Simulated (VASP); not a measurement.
Here is a VASP 6.6.1 calculation.

File INCAR:

```
SYSTEM = AgB2
ALGO = Normal ; EDIFF = 1E-6
ENCUT = 520 ; GGA = PS
ISIF = 2 ; ISMEAR = 1
LASPH = .TRUE. ; LCHARG = .TRUE.
LELF = .TRUE. ; LREAL = .FALSE.
LVHAR = .TRUE. ; LWAVE = .FALSE.
NBANDS = 26 ; NELM = 80
PREC = Accurate ; SIGMA = 0.05
```

The input KPOINTS:

```
k-points
0
G
  4 4 7
  0 0 0
```

File POSCAR:

```
AgB2
1.0
    5.2550195591      0.0000000000      0.0000000000
    0.0000000000      5.2550195591      0.0000000000
    0.0000000000      0.0000000000      2.9555298400
Ag B
2 4
Direct
    0.0000000000      0.0000000000      0.0000000000
    0.5000000000      0.5000000000      0.5000000000
    0.2854134123      0.2854134123      0.0000000000
    0.2145865877      0.7854134123      0.5000000000
    0.7145865877      0.7145865877      0.0000000000
    0.7854134123      0.2145865877      0.5000000000
```

Potentials or basis: VASP PAW PBE potentials, release 64 (Ag, B).

Command:

```bash
$ cat potpaw_PBE.64/Ag/POTCAR potpaw_PBE.64/B/POTCAR > POTCAR
$ mpirun -np 1 vasp_std > vasp.out
```

Q: Estimate the band gap on the k mesh.

A: Zero (bands 17 and 18 overlap by 3.41 eV).

Q: Estimate the pressure.

A: -0.2 GPa.

Q: Estimate the largest force.

A: 0.004 eV/Å.

Stress tensor (GPa, compression positive):
```
-0.15  0.00  0.00
 0.00 -0.15  0.00
 0.00  0.00 -0.23
```

Caveat: the PAW data sets were made with another functional, which shifts forces and pressure a little.
